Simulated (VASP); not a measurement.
Here is a VASP 6.6.1 calculation.

File POSCAR:

```
InP
1.0
    0.0000000000      2.7933215490      2.7933215490
    2.7933215490      0.0000000000      2.7933215490
    2.7933215490      2.7933215490      0.0000000000
In P
1 1
Direct
    0.0000000000      0.0000000000      0.0000000000
    0.5000000000      0.5000000000      0.5000000000
```

The input INCAR.step1:

```
PREC = Accurate
ENCUT = 520
EDIFF = 1E-5
ISMEAR = -1
SIGMA = 0.05
LREAL = F
LASPH = T
NELM = 100
ALGO = Normal
ISIF = 2
LWAVE = T
LCHARG = F
NBANDS = 16
GGA = PE
```

INCAR.step2

```
PREC = Accurate
ENCUT = 520
EDIFF = 1E-6
ISMEAR = -1
SIGMA = 0.05
LREAL = F
LASPH = T
NELM = 100
ALGO = Normal
ISIF = 2
LWAVE = F
LCHARG = F
GGA = B3
LHFCALC = T
AEXX = 0.2
AGGAX = 0.72
AGGAC = 0.81
ALDAC = 0.19
PRECFOCK = Normal
NBANDS = 16
ISTART = 1
```

Contents of KPOINTS:

```
regular mesh
0
Gamma
  4 4 4
```

Potentials or basis: VASP PAW PBE potentials, release 64 (In_d, P).

The run is started by

```sh
$ cat potpaw_PBE.64/In_d/POTCAR potpaw_PBE.64/P/POTCAR > POTCAR
$ cp INCAR.step1 INCAR
$ mpirun -np 1 vasp_std > vasp.out
$ cp INCAR.step2 INCAR
$ mpirun -np 1 vasp_std > vasp.out
```

(1) What does it give for the band gap on the k mesh?

(2) Estimate the pressure.

Answers

(1) zero (bands 9 and 10 overlap by 3.02 eV).

(2) 0.0 GPa.

Caveat: the k points lie up to 0.49 Å⁻¹ apart, too coarse for converged energies and pressures of a metal; the PAW data sets were made with another functional, which shifts forces and pressure a little; spin-orbit coupling is left out, which moves the levels of the heavy elements.
